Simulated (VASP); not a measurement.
# BN (C2/m) in VASP: further runs

BN is run at these levels: PBEsol; tasks: single point.

All numbers are computed with VASP 6.6.1; they aren't measurements. Logs are shortened: lines on timing, memory, paths and dates and some standing lists are left out, and cuts for length are marked.

### Step 1. The cell of the first run

Symmetry: C2/m, No. 12, monoclinic system. The conventional cell has a = 4.340 Å, b = 2.504 Å, c = 7.022 Å, α = 90.00°, β = 93.44°, γ = 90.00°. Within 1.9 Å of B (site symmetry m) lie 3 N at 1.45 Å. N (site symmetry m) has 3 B at 1.45 Å within 1.9 Å.

### Step 2. Single point, PBEsol (strain -0.0600 x Voigt [0, 0, 0, 1, 0, 0])

INCAR reads:

```
SYSTEM = BN
PREC = Accurate ; ENCUT = 520
EDIFF = 1E-6 ; ISMEAR = 0
SIGMA = 0.05 ; LREAL = .False.
LASPH = .True. ; NELM = 60
ALGO = Normal ; ISIF = 2
LWAVE = .False. ; LCHARG = .False.
GGA = PS ; NBANDS = 16
```

KPOINTS reads:

```
regular mesh
0
Gamma
  12 12 4
  0 0 0
```

POSCAR reads:

```
BN
1.0
    2.5043488457      0.0000000000      0.0000000000
   -1.2521744229      2.1688297203     -0.0650648916
    0.0000000000     -0.2105728702      7.0190956742
B N
2 2
Direct
    0.3333333333      0.6666666667      0.2500000000
    0.6666666667      0.3333333333      0.7500000000
    0.3333333333      0.6666666667      0.7500000000
    0.6666666667      0.3333333333      0.2500000000
```

Potentials or basis: VASP PAW PBE potentials, release 64 (B, N).

Launch:

```console
> cat potpaw_PBE.64/B/POTCAR potpaw_PBE.64/N/POTCAR > POTCAR
> mpirun -np 1 vasp_std > vasp.out
```

OUTCAR:

```text
SYSTEM = BN
   PREC = Accurate
   ENCUT = 520
   EDIFF = 1E-6
   ISMEAR = 0
   LREAL = .False.
   LASPH = .True.
   NELM = 60
   ISIF = 2
   GGA = PS

 ion  position               nearest neighbor table
   1  0.333  0.667  0.250-   4 1.45   4 1.45   4 1.45
   2  0.667  0.333  0.750-   3 1.45   3 1.45   3 1.45
   3  0.333  0.667  0.750-   2 1.45   2 1.45   2 1.45
   4  0.667  0.333  0.250-   1 1.45   1 1.45   1 1.45

  LATTYP: Found a base centered monoclinic cell.
 ALAT       =     4.3396109484
 B/A-ratio  =     0.5770906368
 C/A-ratio  =     1.6181758320
 COS(beta)  =    -0.0599460485

  Lattice vectors:

 A1 = (   1.2521744228,   2.1688297203,  -0.0650648916)
 A2 = (  -1.2521744229,   2.1688297203,  -0.0650648916)
 A3 = (   0.0000000000,  -0.2105728702,   7.0190956742)

Analysis of symmetry for initial positions (statically):
=====================================================================
 Subroutine PRICEL returns:
 Original cell was already a primitive cell.

 Routine SETGRP: Setting up the symmetry group for a
 base centered monoclinic supercell.

 Subroutine GETGRP returns: Found  4 space group operations
 (whereof  4 operations were pure point group operations)
 out of a pool of  4 trial point group operations.

The static configuration has the point symmetry C_2h.

Analysis of symmetry for dynamics (positions and initial velocities):
=====================================================================
 Subroutine PRICEL returns:
 Original cell was already a primitive cell.

 Routine SETGRP: Setting up the symmetry group for a
 base centered monoclinic supercell.

 Subroutine GETGRP returns: Found  4 space group operations
 (whereof  4 operations were pure point group operations)
 out of a pool of  4 trial point group operations.

The dynamic configuration has the point symmetry C_2h.

 Subroutine INISYM returns: Found  4 space group operations
 (whereof  4 operations are pure point group operations),
 and found     1 'primitive' translations

----------------------------------------------------------------------------------------

                                     Primitive cell

  volume of cell :      38.0899

  direct lattice vectors                    reciprocal lattice vectors
     2.504348846  0.000000000  0.000000000     0.399305393  0.230746748  0.006922402
    -1.252174423  2.168829720 -0.065064892     0.000000000  0.461493496  0.013844805
     0.000000000 -0.210572870  7.019095674     0.000000000  0.004277905  0.142596833

  length of vectors
     2.504348846  2.505193921  7.022253557     0.461233974  0.461701122  0.142660987

  position of ions in fractional coordinates (direct lattice)
     0.333333333  0.666666667  0.250000000
     0.666666667  0.333333333  0.750000000
     0.333333333  0.666666667  0.750000000
     0.666666667  0.333333333  0.250000000

  ion indices of the primitive-cell ions
   primitive index   ion index
                 1           1
                 2           2
                 3           3
                 4           4

----------------------------------------------------------------------------------------

 KPOINTS: regular mesh

Automatic generation of k-mesh.
 Grid dimensions read from file:
 generate k-points for:   12   12    4

 Generating k-lattice:

  Cartesian coordinates                     Fractional coordinates (reciprocal lattice)
     0.033275449  0.019228896  0.000576867     0.083333333  0.000000000  0.000000000
     0.000000000  0.038457791  0.001153734     0.000000000  0.083333333  0.000000000
     0.000000000  0.001069476  0.035649208     0.000000000  0.000000000  0.250000000

  Length of vectors
     0.038436164  0.038475093  0.035665247

  Shift w.r.t. Gamma in fractional coordinates (k-lattice)
     0.000000000  0.000000000  0.000000000

 Subroutine IBZKPT returns following result:
 ===========================================

 Found    164 irreducible k-points:

 Following reciprocal coordinates:
            Coordinates               Weight
  0.000000  0.000000  0.000000      1.000000
  0.083333  0.000000  0.000000      4.000000
  0.166667  0.000000  0.000000      4.000000
  0.250000 -0.000000  0.000000      4.000000
  0.333333  0.000000  0.000000      4.000000
  0.416667 -0.000000  0.000000      4.000000
[... 16 lines left out ...]
  0.333333  0.166667  0.000000      4.000000
  0.416667  0.166667  0.000000      4.000000
 [... further k-points ...]
   k-points           NKPTS =    164   k-points in BZ     NKDIM =    164   number of bands    NBANDS=     16
   number of dos      NEDOS =    301   number of ions     NIONS =      4
   total plane-waves  NPLWV =  21600
   dimension x,y,z NGX =    20 NGY =   20 NGZ =   54
   dimension x,y,z NGXF=    40 NGYF=   40 NGZF=  108
   ions per type =               2   2
   NGX,Y,Z   is equivalent  to a cutoff of  13.28, 13.27, 12.78 a.u.
   NGXF,Y,Z  is equivalent  to a cutoff of  26.55, 26.54, 25.57 a.u.
 SYSTEM =  BN
   PREC   = accura    normal or accurate (medium, high low for compatibility)
   ISTART =      0    job   : 0-new  1-cont  2-samecut
   ICHARG =      2    charge: 1-file 2-atom 10-const
   ISPIN  =      1    spin polarized calculation?
   LNONCOLLINEAR =      F non collinear calculations
   LSORBIT =      F    spin-orbit coupling
   LASPH  =      T    aspherical Exc in radial PAW
   ENCUT  =  520.0 eV  38.22 Ry    6.18 a.u.   4.66  4.66 13.06*2*pi/ulx,y,z
   NELM   =     60;   NELMIN=  2; NELMDL= -5     # of ELM steps
   EDIFF  = 0.1E-05   stopping-criterion for ELM
   LREAL  =      F    real-space projection
   EDIFFG = 0.1E-04   stopping-criterion for IOM
   NSW    =      0    number of steps for IOM
   IBRION =     -1    ionic relax: 0-MD 1-quasi-New 2-CG
   NFREE  =      0    steps in history (QN), initial steepest desc. (CG)
   ISIF   =      2    stress and relaxation
   ISYM   =      2    0-nonsym 1-usesym 2-fastsym
   POTIM  = 0.5000    time-step for ionic-motion
   TEBEG  =    0.0;   TEEND  =   0.0 temperature during run
   PSTRESS=    0.0 pullay stress
   NELECT =      16.0000    total number of electrons
   NUPDOWN=      -1.0000    fix difference up-down
   EMIN   =  10.00;   EMAX   =-10.00  energy-range for DOS
   EFERMI =   0.00;   METHOD = LEGACY
   ISMEAR =     0;   SIGMA  =   0.05  broadening in eV -4-tet -1-fermi 0-gaus
   EFERMI_NEDOS =   21; number of points for ismear=-14 and -15
   IALGO  =     38    algorithm
   IMIX   =      4    mixing-type and parameters
     AMIX     =   0.40;   BMIX     =  1.00
     AMIX_MAG =   1.60;   BMIX_MAG =  1.00
  volume/ion in A,a.u.               =       9.52        64.26
  Fermi-wavevector in a.u.,A,eV,Ry     =   1.226059  2.316915 20.452558  1.503221
  Thomas-Fermi vector in A             =   2.361074
   LORBIT       =      0    0 simple, 1 ext, 2 COOP (PROOUT), +10 PAW based schemes
   GGA     = PS    functional components
   LHFCALC =     F    Hartree Fock is set to
   AEXX    =    0.0000 exact exchange contribution
   IVDW    =     0    specifies the selected vdW correction
   LEPSILON=     F    determine dielectric tensor
   LRPA    =     F    only Hartree local field effects (RPA)
 non-spin polarized calculation
 Gauss-broadening in eV      SIGMA  =   0.05
  energy-cutoff  :      520.00
  volume of cell :       38.09
 maximum number of plane-waves:      1047
   NGX =  9   NGY =  9   NGZ = 27

 number of electron      15.9999998 magnetization

 Free energy of the ion-electron system (eV)
  ---------------------------------------------------
  ext. energy  EPLUGINS =         0.00000000
  ---------------------------------------------------
  free energy    TOTEN  =       -36.56973331 eV

  energy without entropy =      -36.56973331  energy(sigma->0) =      -36.56973331

 E-fermi :   2.0630     XC(G=0):  -9.9347

 val. band max:        1.8306234030   @ k =   0.3333   0.3333   0.5000
 cond. band min:       6.0257140499   @ k =   0.5000  -0.0000   0.0000
 fundamental gap:      4.1950906468
 Fermi energy:         2.0630198344

 k-point     1 :       0.0000    0.0000    0.0000
  band No.  band energies     occupation
      1     -15.9422      2.00000
      2     -15.7437      2.00000
      3      -4.2983      2.00000
      4      -2.6349      2.00000
      5       0.4563      2.00000
      6       0.4576      2.00000
[... 8 lines left out ...]
     15      13.6273      0.00000
     16      14.6878      0.00000

 k-point     2 :       0.0833    0.0000    0.0000
  band No.  band energies     occupation
      1     -15.8063      2.00000
      2     -15.6112      2.00000
      3      -4.1115      2.00000
      4      -2.4645      2.00000
      5      -0.1009      2.00000
      6      -0.0871      2.00000
[... 8 lines left out ...]
     15      14.1451      0.00000
     16      14.2079      0.00000

 k-point     3 :       0.1667    0.0000    0.0000
  band No.  band energies     occupation
      1     -15.4060      2.00000
      2     -15.2210      2.00000
      3      -3.5580      2.00000
      4      -1.9628      2.00000
      5      -1.5175      2.00000
      6      -1.5004      2.00000
[... 8 lines left out ...]
     15      15.4898      0.00000
     16      15.5582      0.00000

 k-point     4 :       0.2500   -0.0000    0.0000
  band No.  band energies     occupation
      1     -14.7678      2.00000
      2     -14.6003      2.00000
      3      -3.3173      2.00000
      4      -3.2860      2.00000
      5      -2.6629      2.00000
      6      -1.1776      2.00000
[... 8 lines left out ...]
     15      16.5491      0.00000
     16      17.7648      0.00000
[... 324 lines left out ...]
 k-point    22 :       0.2500    0.1667    0.0000
  band No.  band energies     occupation
      1     -13.6268      2.00000
      2     -13.4993      2.00000
      3      -5.1019      2.00000
      4      -5.0718      2.00000
      5      -3.0220      2.00000
      6      -2.9868      2.00000
[... 8 lines left out ...]
     15      16.0130      0.00000
     16      17.8148      0.00000

 k-point    23 :       0.3333    0.1667    0.0000
  band No.  band energies     occupation
      1     -12.8671      2.00000
      2     -12.7837      2.00000
      3      -6.3154      2.00000
      4      -6.2663      2.00000
      5      -3.5457      2.00000
      6      -3.5064      2.00000
[... 8 lines left out ...]
     15      16.4273      0.00000
     16      19.0224      0.00000

 k-point    24 :       0.4167    0.1667    0.0000
  band No.  band energies     occupation
      1     -12.5025      2.00000
      2     -12.4636      2.00000
      3      -6.8325      2.00000
      4      -6.7806      2.00000
      5      -3.7178      2.00000
      6      -3.6764      2.00000
[... 8 lines left out ...]
     15      16.0176      0.00000
     16      18.7238      0.00000

 [... further k-points ...]

------------------------ aborting loop because EDIFF is reached ----------------------------------------

  FORCE on cell =-STRESS in cart. coord.  units (eV):
  Direction    XX          YY          ZZ          XY          YZ          ZX
  --------------------------------------------------------------------------------------
  -------------------------------------------------------------------------------------
  Total        0.0949955      0.0209246     -0.0118001     -0.0000000      0.0360640     -0.0000000
  in kB        3.9957964      0.8801521     -0.4963472     -0.0000000      1.5169616     -0.0000000
  external PRESSURE =       1.4598671 kB  Pullay stress =       0.0000000 kB

 VOLUME and BASIS-vectors are now :
 -----------------------------------------------------------------------------
  energy-cutoff  :      520.00
  volume of cell :       38.09
      direct lattice vectors                 reciprocal lattice vectors
     2.504348846  0.000000000  0.000000000     0.399305393  0.230746748  0.006922402
    -1.252174423  2.168829720 -0.065064892     0.000000000  0.461493496  0.013844805
     0.000000000 -0.210572870  7.019095674     0.000000000  0.004277905  0.142596833

 POSITION                                       TOTAL-FORCE (eV/Angst)
 -----------------------------------------------------------------------------------
     -0.00000      1.39324      1.71140        -0.000000      0.004613      0.000110
      1.25217      0.56501      5.24263         0.000000     -0.004613     -0.000110
     -0.00000      1.28796      5.22095        -0.000000      0.002469     -0.000378
      1.25217      0.67030      1.73309         0.000000     -0.002469      0.000378
 -----------------------------------------------------------------------------------
    total drift:                                0.000000     -0.000000     -0.000000

  FREE ENERGIE OF THE ION-ELECTRON SYSTEM (eV)
  ---------------------------------------------------
  free  energy   TOTEN  =       -36.5697333112 eV

  energy  without entropy=      -36.5697333112  energy(sigma->0) =      -36.56973331
```

It took 98 s on 1 thread of Intel Xeon Platinum 8259CL at 2.50GHz (Skylake/Cascade Lake), shared host; peak memory 0.21 GiB.

Results:

- Free energy: -36.5697 eV
- Pressure: 0.1 GPa
- Largest force: 0.005 eV/Å
- Band gap on the k mesh: 4.20 eV, indirect (least direct gap 4.38 eV)

Forces on the atoms (eV/Å):
```
B    0.000  0.005  0.000
B    0.000 -0.005  0.000
N    0.000  0.002  0.000
N    0.000 -0.002  0.000
```

Stress tensor (GPa, compression positive):
```
 0.40  0.00  0.00
 0.00  0.09  0.15
 0.00  0.15 -0.05
```

Caveat: the cell differs from its parent crystal (strain -0.0600 x Voigt [0, 0, 0, 1, 0, 0]); the PAW data sets were made with another functional, which shifts forces and pressure a little; this functional lacks dispersion, which binds the layers, so the pressure and a relaxed spacing across them are unreliable.

### Step 3. Single point, PBEsol (strain +0.0450 x Voigt [0, 0, 0, 1, 0, 0])

INCAR reads:

```
SYSTEM = BN
PREC = Accurate
ENCUT = 520
EDIFF = 1E-7
ISMEAR = 0
SIGMA = 0.05
LREAL = .FALSE.
LASPH = .TRUE.
NELM = 100
ALGO = Normal
ISIF = 2
LWAVE = .FALSE.
LCHARG = .FALSE.
GGA = PS
NBANDS = 16
```

KPOINTS reads:

```
Automatic mesh
0
G
  12 12 4
  0 0 0
```

POSCAR, as its differences from that of step 2:

```diff
@@ -3,4 +3,4 @@
     2.5043488457      0.0000000000      0.0000000000
-   -1.2521744229      2.1688297203     -0.0650648916
-    0.0000000000     -0.2105728702      7.0190956742
+   -1.2521744229      2.1688297203      0.0487986687
+    0.0000000000      0.1579296527      7.0190956742
 B N
```

Potentials or basis: VASP PAW PBE potentials, release 64 (B, N).

Launch:

```console
> cat potpaw_PBE.64/B/POTCAR potpaw_PBE.64/N/POTCAR > POTCAR
> mpirun -np 1 vasp_std > vasp.out
```

Run time: 1.9 min. Hardware: 1 thread of Intel Xeon Platinum 8259CL at 2.50GHz (Skylake/Cascade Lake), shared host; peak memory 0.21 GiB.

The run converged. Its results:

```yaml
Free_energy: -36.5702 eV
Pressure: 0.2 GPa
Band_gap_on_the_k_mesh: 4.21 eV, indirect (least direct gap 4.43 eV)
```

Forces on the atoms (eV/Å):
```
B    0.000  0.003  0.000
B    0.000 -0.003  0.000
N    0.000  0.001  0.000
N    0.000 -0.001  0.000
```

Stress tensor (GPa, compression positive):
```
 0.44  0.00  0.00
 0.00  0.26 -0.11
 0.00 -0.11 -0.09
```

Levels at points of the mesh, in eV from the valence-band top:
```tsv
k point	band 5	band 6	band 7	band 8	band 9	band 10	band 11	band 12
(0.00, 0.00, 0.00)	-1.36	-1.36	-1.34	-1.34	4.72	9.47	11.47	11.47
(0.50, 0.00, 0.00)	-4.18	-4.14	-1.36	-0.60	4.21	5.31	9.35	9.87
(0.00, 0.50, 0.00)	-4.18	-4.14	-1.35	-0.61	4.21	5.30	9.38	9.86
(0.00, 0.00, 0.50)	-1.35	-1.35	-1.35	-1.35	6.82	6.82	11.50	11.50
(0.50, 0.00, 0.50)	-4.16	-4.16	-1.00	-0.94	4.52	4.71	9.75	9.75
(0.00, 0.50, 0.50)	-4.16	-4.16	-1.04	-0.91	4.44	4.81	9.75	9.76
```

Caveat: the cell differs from its parent crystal (strain +0.0450 x Voigt [0, 0, 0, 1, 0, 0]); the PAW data sets were made with another functional, which shifts forces and pressure a little; this functional lacks dispersion, which binds the layers, so the pressure and a relaxed spacing across them are unreliable.

(Continued in part 2 of 2.)
